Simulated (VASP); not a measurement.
A run of VASP 6.6.1 is set up as follows.

INCAR

```
SYSTEM = HPb4
PREC = Accurate ; ENCUT = 520
EDIFF = 1E-6 ; ISMEAR = 0
SIGMA = 0.1 ; LREAL = .False.
LASPH = .True. ; NELM = 80
ALGO = Normal ; ISIF = 2
LWAVE = .False. ; LCHARG = .False.
GGA = PE ; NBANDS = 36
```

Contents of KPOINTS:

```
regular mesh
0
Gamma
  12 12 4
  0 0 0
```

POSCAR

```
HPb4
1.0
    3.5851291864      0.0000000000      0.0000000000
   -1.7925645932      3.1048129513      0.0000000000
    0.0000000000      0.0000000000     11.7809497583
H Pb
1 4
Direct
    0.0000000000      0.0000000000      0.0000000000
    0.3333333333      0.6666666667      0.8712047039
    0.3333333333      0.6666666667      0.3788024921
    0.6666666667      0.3333333333      0.1287952961
    0.6666666667      0.3333333333      0.6211975079
```

Potentials or basis: VASP PAW PBE potentials, release 64 (H, Pb_d).

Run with:

```console
$ cat potpaw_PBE.64/H/POTCAR potpaw_PBE.64/Pb_d/POTCAR > POTCAR
$ mpirun -np 1 vasp_std > vasp.out
```

What does it give for the pressure?

-0.1 GPa.

Estimate the band gap on the k mesh.

zero (an odd number of electrons rules out a gap without spin polarisation).

Predict the largest force.

0.007 eV/Å.

Forces in eV/Å, atoms in the order of the input:
```
H    0.000  0.000  0.000
Pb   0.000  0.000 -0.007
Pb   0.000  0.000 -0.003
Pb   0.000  0.000  0.007
Pb   0.000  0.000  0.003
```

Caveat: spin-orbit coupling is left out, which moves the levels of the heavy elements.
